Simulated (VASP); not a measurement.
# Os (I4/mmm) in VASP: a series of runs

Runs on Os. Level: PBEsol. Tasks: single point.

Program: VASP 6.6.1. These are calculated values, not measurements. Logs are shortened: lines on timing, memory, paths and dates and some standing lists are left out, and cuts for length are marked.

## 1. The cell of the first run

The structure is tetragonal, space group I4/mmm (No. 139). Conventional cell: a = 2.709 Å, b = 2.709 Å, c = 3.948 Å, α = 90.00°, β = 90.00°, γ = 90.00°. Os (site symmetry 4/mmm) has 12 Os at 2.71 to 2.75 Å within 3.6 Å.

## 2. Single point, PBEsol (strain -0.015 along x and y, +0.015 along z)

INCAR reads:

```
ALGO = Normal ; EDIFF = 1E-6
ENCUT = 520 ; GGA = PS
ISIF = 2 ; ISMEAR = 0
LASPH = T ; LCHARG = F
LREAL = F ; LWAVE = F
NBANDS = 10 ; NELM = 60
PREC = Accurate ; SIGMA = 0.15
```

KPOINTS reads:

```
k-points
0
Gamma
  20 20 20
```

POSCAR reads:

```
Os
1.0
    0.0000000000      1.9158250000      1.9741750000
    1.9158250000      0.0000000000      1.9741750000
    1.9158250000      1.9158250000      0.0000000000
Os
1
Direct
    0.0000000000      0.0000000000      0.0000000000
```

Potentials or basis: VASP PAW PBE potentials, release 64 (Os).

On the command line:

```bash
$ cat potpaw_PBE.64/Os/POTCAR > POTCAR
$ mpirun -np 1 vasp_std > vasp.out
```

OUTCAR:

```text
EDIFF = 1E-6
   ENCUT = 520
   GGA = PS
   ISIF = 2
   ISMEAR = 0
   LASPH = T
   LREAL = F
   NELM = 60
   PREC = Accurate

 ion  position               nearest neighbor table
   1  0.000  0.000  0.000-

  LATTYP: Found a body centered tetragonal cell.
 ALAT       =     2.7093856981
 C/A-ratio  =     1.4572860567

  Lattice vectors:

 A1 = (  -1.9158250000,   0.0000000000,   1.9741750000)
 A2 = (   1.9158250000,   0.0000000000,   1.9741750000)
 A3 = (   0.0000000000,   1.9158250000,  -1.9741750000)

Analysis of symmetry for initial positions (statically):
=====================================================================
 Subroutine PRICEL returns:
 Original cell was already a primitive cell.

 Routine SETGRP: Setting up the symmetry group for a
 body centered tetragonal supercell.

 Subroutine GETGRP returns: Found 16 space group operations
 (whereof 16 operations were pure point group operations)
 out of a pool of 16 trial point group operations.

The static configuration has the point symmetry D_4h.

Analysis of symmetry for dynamics (positions and initial velocities):
=====================================================================
 Subroutine PRICEL returns:
 Original cell was already a primitive cell.

 Routine SETGRP: Setting up the symmetry group for a
 body centered tetragonal supercell.

 Subroutine GETGRP returns: Found 16 space group operations
 (whereof 16 operations were pure point group operations)
 out of a pool of 16 trial point group operations.

The dynamic configuration has the point symmetry D_4h.

 Subroutine INISYM returns: Found 16 space group operations
 (whereof 16 operations are pure point group operations),
 and found     1 'primitive' translations

----------------------------------------------------------------------------------------

                                     Primitive cell

  volume of cell :      14.4920

  direct lattice vectors                    reciprocal lattice vectors
     0.000000000  1.915825000  1.974175000    -0.260984171  0.260984171  0.253270353
     1.915825000  0.000000000  1.974175000     0.260984171 -0.260984171  0.253270353
     1.915825000  1.915825000  0.000000000     0.260984171  0.260984171 -0.253270353

  length of vectors
     2.750954809  2.750954809  2.709385698     0.447628582  0.447628582  0.447628582

  position of ions in fractional coordinates (direct lattice)
     0.000000000  0.000000000  0.000000000

  ion indices of the primitive-cell ions
   primitive index   ion index
                 1           1

----------------------------------------------------------------------------------------

 KPOINTS: k-points

Automatic generation of k-mesh.
 Grid dimensions read from file:
 generate k-points for:   20   20   20

 Generating k-lattice:

  Cartesian coordinates                     Fractional coordinates (reciprocal lattice)
    -0.013049209  0.013049209  0.012663518     0.050000000  0.000000000  0.000000000
     0.013049209 -0.013049209  0.012663518     0.000000000  0.050000000  0.000000000
     0.013049209  0.013049209 -0.012663518    -0.000000000 -0.000000000  0.050000000

  Length of vectors
     0.022381429  0.022381429  0.022381429

  Shift w.r.t. Gamma in fractional coordinates (k-lattice)
     0.000000000  0.000000000  0.000000000

 Subroutine IBZKPT returns following result:
 ===========================================

 Found    641 irreducible k-points:

 Following reciprocal coordinates:
            Coordinates               Weight
  0.000000  0.000000  0.000000      1.000000
  0.050000 -0.000000  0.000000      8.000000
  0.100000  0.000000  0.000000      8.000000
  0.150000  0.000000  0.000000      8.000000
  0.200000  0.000000  0.000000      8.000000
  0.250000  0.000000  0.000000      8.000000
[... 16 lines left out ...]
 -0.400000  0.050000  0.000000      8.000000
 -0.350000  0.050000  0.000000      8.000000
 [... further k-points ...]
   k-points           NKPTS =    641   k-points in BZ     NKDIM =    641   number of bands    NBANDS=     10
   number of dos      NEDOS =    301   number of ions     NIONS =      1
   total plane-waves  NPLWV =   8000
   dimension x,y,z NGX =    20 NGY =   20 NGZ =   20
   dimension x,y,z NGXF=    40 NGYF=   40 NGZF=   40
   ions per type =               1
   NGX,Y,Z   is equivalent  to a cutoff of  12.09, 12.09, 12.27 a.u.
   NGXF,Y,Z  is equivalent  to a cutoff of  24.17, 24.17, 24.54 a.u.
 SYSTEM =  unknown system
   PREC   = accura    normal or accurate (medium, high low for compatibility)
   ISTART =      0    job   : 0-new  1-cont  2-samecut
   ICHARG =      2    charge: 1-file 2-atom 10-const
   ISPIN  =      1    spin polarized calculation?
   LNONCOLLINEAR =      F non collinear calculations
   LSORBIT =      F    spin-orbit coupling
   LASPH  =      T    aspherical Exc in radial PAW
   ENCUT  =  520.0 eV  38.22 Ry    6.18 a.u.   5.11  5.11  5.04*2*pi/ulx,y,z
   NELM   =     60;   NELMIN=  2; NELMDL= -5     # of ELM steps
   EDIFF  = 0.1E-05   stopping-criterion for ELM
   LREAL  =      F    real-space projection
   EDIFFG = 0.1E-04   stopping-criterion for IOM
   NSW    =      0    number of steps for IOM
   IBRION =     -1    ionic relax: 0-MD 1-quasi-New 2-CG
   NFREE  =      0    steps in history (QN), initial steepest desc. (CG)
   ISIF   =      2    stress and relaxation
   ISYM   =      2    0-nonsym 1-usesym 2-fastsym
   POTIM  = 0.5000    time-step for ionic-motion
   TEBEG  =    0.0;   TEEND  =   0.0 temperature during run
   PSTRESS=    0.0 pullay stress
   NELECT =       8.0000    total number of electrons
   NUPDOWN=      -1.0000    fix difference up-down
   EMIN   =  10.00;   EMAX   =-10.00  energy-range for DOS
   EFERMI =   0.00;   METHOD = LEGACY
   ISMEAR =     0;   SIGMA  =   0.15  broadening in eV -4-tet -1-fermi 0-gaus
   EFERMI_NEDOS =   21; number of points for ismear=-14 and -15
   IALGO  =     38    algorithm
   IMIX   =      4    mixing-type and parameters
     AMIX     =   0.40;   BMIX     =  1.00
     AMIX_MAG =   1.60;   BMIX_MAG =  1.00
  volume/ion in A,a.u.               =      14.49        97.80
  Fermi-wavevector in a.u.,A,eV,Ry     =   1.342958  2.537822 24.538595  1.803536
  Thomas-Fermi vector in A             =   2.471070
   LORBIT       =      0    0 simple, 1 ext, 2 COOP (PROOUT), +10 PAW based schemes
   GGA     = PS    functional components
   LHFCALC =     F    Hartree Fock is set to
   AEXX    =    0.0000 exact exchange contribution
   IVDW    =     0    specifies the selected vdW correction
   LEPSILON=     F    determine dielectric tensor
   LRPA    =     F    only Hartree local field effects (RPA)
 non-spin polarized calculation
 Gauss-broadening in eV      SIGMA  =   0.15
  energy-cutoff  :      520.00
  volume of cell :       14.49
 maximum number of plane-waves:       404
   NGX = 11   NGY = 11   NGZ =  9

 number of electron       8.0000001 magnetization

 Free energy of the ion-electron system (eV)
  ---------------------------------------------------
  ext. energy  EPLUGINS =         0.00000000
  ---------------------------------------------------
  free energy    TOTEN  =       -12.06904894 eV

  energy without entropy =      -12.05819006  energy(sigma->0) =      -12.06361950

 E-fermi :   8.6921     XC(G=0): -13.9511

 val. band max:        8.6907681898   @ k =  -0.2000   0.2500   0.1000
 cond. band min:       8.6923302515   @ k =  -0.2000   0.3500   0.2000
 fundamental gap:      0.0015620617
 Fermi energy:         8.6920784986

 k-point     1 :       0.0000    0.0000    0.0000
  band No.  band energies     occupation
      1      -1.8972      2.00000
      2       5.5235      2.00000
      3       5.9461      2.00000
      4       5.9461      2.00000
      5       8.4210      1.98941
      6       8.9750      0.00763
      7      22.9649      0.00000
      8      27.9058      0.00000
      9      28.8746      0.00000
     10      28.8746      0.00000

 k-point     2 :       0.0500   -0.0000    0.0000
  band No.  band energies     occupation
      1      -1.7838      2.00000
      2       5.5339      2.00000
      3       5.9179      2.00000
      4       5.9981      2.00000
      5       8.3903      1.99556
      6       8.9310      0.02429
      7      23.1753      0.00000
      8      27.7165      0.00000
      9      28.6239      0.00000
     10      29.0767      0.00000

 k-point     3 :       0.1000    0.0000    0.0000
  band No.  band energies     occupation
      1      -1.4533      2.00000
      2       5.4767      2.00000
      3       5.9278      2.00000
      4       6.1399      2.00000
      5       8.3240      1.99948
      6       8.8219      0.22105
      7      23.7634      0.00000
      8      26.6578      0.00000
      9      29.0029      0.00000
     10      29.6681      0.00000

 k-point     4 :       0.1500    0.0000    0.0000
  band No.  band energies     occupation
      1      -0.9370      2.00000
      2       5.2969      2.00000
      3       6.0361      2.00000
      4       6.3237      2.00000
      5       8.3002      1.99978
      6       8.7165      0.81825
      7      24.5083      0.00000
      8      25.4696      0.00000
      9      29.8849      0.00000
     10      30.6059      0.00000
[... 222 lines left out ...]
 k-point    22 :      -0.4500    0.0500    0.0000
  band No.  band energies     occupation
      1       1.3442      2.00000
      2       5.3819      2.00000
      3       5.9564      2.00000
      4       7.9519      2.00000
      5      10.7121      0.00000
      6      11.5164      0.00000
      7      17.3597      0.00000
      8      22.7119      0.00000
      9      28.2373      0.00000
     10      29.2106      0.00000

 k-point    23 :      -0.4000    0.0500    0.0000
  band No.  band energies     occupation
      1       1.3433      2.00000
      2       5.4840      2.00000
      3       6.0262      2.00000
      4       7.2563      2.00000
      5      10.3103      0.00000
      6      11.2283      0.00000
      7      18.3549      0.00000
      8      23.1111      0.00000
      9      28.6476      0.00000
     10      30.1300      0.00000

 k-point    24 :      -0.3500    0.0500    0.0000
  band No.  band energies     occupation
      1       1.2897      2.00000
      2       5.6334      2.00000
      3       6.1610      2.00000
      4       6.3484      2.00000
      5       9.7670      0.00000
      6      10.6993      0.00000
      7      19.7238      0.00000
      8      23.8870      0.00000
      9      29.5657      0.00000
     10      31.5274      0.00000

 [... further k-points ...]
[... 5 lines left out ...]
  --------------------------------------------------------------------------------------
  -------------------------------------------------------------------------------------
  Total       -1.0428865     -1.0428865     -1.8831785      0.0000000     -0.0000000      0.0000000
  in kB     -115.2976074   -115.2976074   -208.1971393      0.0000000     -0.0000000      0.0000000
  external PRESSURE =    -146.2641181 kB  Pullay stress =       0.0000000 kB

 VOLUME and BASIS-vectors are now :
 -----------------------------------------------------------------------------
  energy-cutoff  :      520.00
  volume of cell :       14.49
      direct lattice vectors                 reciprocal lattice vectors
     0.000000000  1.915825000  1.974175000    -0.260984171  0.260984171  0.253270353
     1.915825000  0.000000000  1.974175000     0.260984171 -0.260984171  0.253270353
     1.915825000  1.915825000  0.000000000     0.260984171  0.260984171 -0.253270353

 POSITION                                       TOTAL-FORCE (eV/Angst)
 -----------------------------------------------------------------------------------
      0.00000      0.00000      0.00000        -0.000000      0.000000     -0.000000
 -----------------------------------------------------------------------------------
    total drift:                                0.000000      0.000000     -0.000000

  FREE ENERGIE OF THE ION-ELECTRON SYSTEM (eV)
  ---------------------------------------------------
  free  energy   TOTEN  =       -12.0690489373 eV

  energy  without entropy=      -12.0581900560  energy(sigma->0) =      -12.06361950
```

Wall time 38 s (1 thread of Intel Xeon Platinum 8488C (Sapphire Rapids), shared host); peak memory 0.2 GiB.

Results:

* Free energy: -12.0690 eV
* Pressure: -14.6 GPa
* Band gap on the k mesh: zero (band 4 reaches 11.13 eV, above the bottom of band 5 at 7.22 eV)

Caveat: the cell differs from its parent crystal (strain -0.015 along x and y, +0.015 along z); the PAW data sets were made with another functional, which shifts forces and pressure a little; spin-orbit coupling is left out, which moves the levels of the heavy elements.

## 3. Single point, PBEsol (strain -0.015 along x and y, +0.030 along z)

INCAR reads:

```
SYSTEM = Os
PREC = Accurate
ENCUT = 520
EDIFF = 1E-7
ISMEAR = 0
SIGMA = 0.15
LREAL = .FALSE.
LASPH = .TRUE.
NELM = 60
ALGO = Normal
ISIF = 2
LWAVE = .FALSE.
LCHARG = .FALSE.
GGA = PS
NBANDS = 10
```

KPOINTS reads:

```
Automatic mesh
0
G
  20 20 20
  0 0 0
```

POSCAR reads:

```
Os
1.0
    0.0000000000      1.9158250000      2.0033500000
    1.9158250000      0.0000000000      2.0033500000
    1.9158250000      1.9158250000      0.0000000000
Os
1
Direct
    0.0000000000      0.0000000000      0.0000000000
```

Potentials or basis: VASP PAW PBE potentials, release 64 (Os).

On the command line:

```bash
$ cat potpaw_PBE.64/Os/POTCAR > POTCAR
$ mpirun -np 1 vasp_std > vasp.out
```

Wall time 34 s (1 thread of Intel Xeon Platinum 8488C (Sapphire Rapids), shared host); peak memory 0.22 GiB.

It converged, with:

```
Free energy            : -12.0359 eV
Pressure               : -19.5 GPa
Band gap on the k mesh : zero (band 4 reaches 10.99 eV, above the bottom of band 5 at 6.97 eV)
```

Stress tensor (GPa, compression positive):
```
-14.82   0.00   0.00
  0.00 -14.82   0.00
  0.00   0.00 -28.90
```

Levels at points of the mesh, in eV from the Fermi level:
```
           k point  band 1  band 2  band 3  band 4  band 5  band 6  band 7  band 8
(0.00, 0.00, 0.00)  -10.46   -3.23   -2.61   -2.61   -0.42    0.40   14.30   18.86
(0.50, 0.00, 0.00)   -7.31   -3.28   -2.65   -0.25    2.08    2.41    8.35   13.74
(0.50, 0.50, 0.00)   -7.18   -6.43    1.60    2.26    2.84    2.84   10.65   12.44
(0.50, 0.00, 0.50)   -7.13   -6.46    2.15    2.51    2.56    3.21   11.39   11.83
```

Caveat: the cell differs from its parent crystal (strain -0.015 along x and y, +0.030 along z); the PAW data sets were made with another functional, which shifts forces and pressure a little; spin-orbit coupling is left out, which moves the levels of the heavy elements.
